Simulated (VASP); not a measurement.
Input of a VASP 6.6.1 run:

Contents of INCAR:

```
SYSTEM = GaC3
PREC = Accurate
ENCUT = 520
EDIFF = 1E-6
ISMEAR = -1
SIGMA = 0.05
LREAL = .FALSE.
LASPH = .TRUE.
NELM = 80
ALGO = Normal
ISIF = 2
LWAVE = .FALSE.
LCHARG = .FALSE.
GGA = PS
NBANDS = 20
```

File KPOINTS:

```
Automatic mesh
0
G
  7 7 7
  0 0 0
```

Contents of POSCAR:

```
GaC3
1.0
    3.3840419378      0.0000000000      0.0000000000
    0.0000000000      3.3840419378      0.0000000000
    0.0000000000      0.0000000000      3.3840419378
Ga C
1 3
Direct
    0.0000000000      0.0000000000      0.0000000000
    0.0000000000      0.5000000000      0.5000000000
    0.5000000000      0.0000000000      0.5000000000
    0.5000000000      0.5000000000      0.0000000000
```

Potentials or basis: VASP PAW PBE potentials, release 64 (Ga_d, C).

Run with:

```sh
$ cat potpaw_PBE.64/Ga_d/POTCAR potpaw_PBE.64/C/POTCAR > POTCAR
$ mpirun -np 1 vasp_std > vasp.out
```

Problem. Estimate the pressure.

Solution. -11.8 GPa.

Caveat: the PAW data sets were made with another functional, which shifts forces and pressure a little.
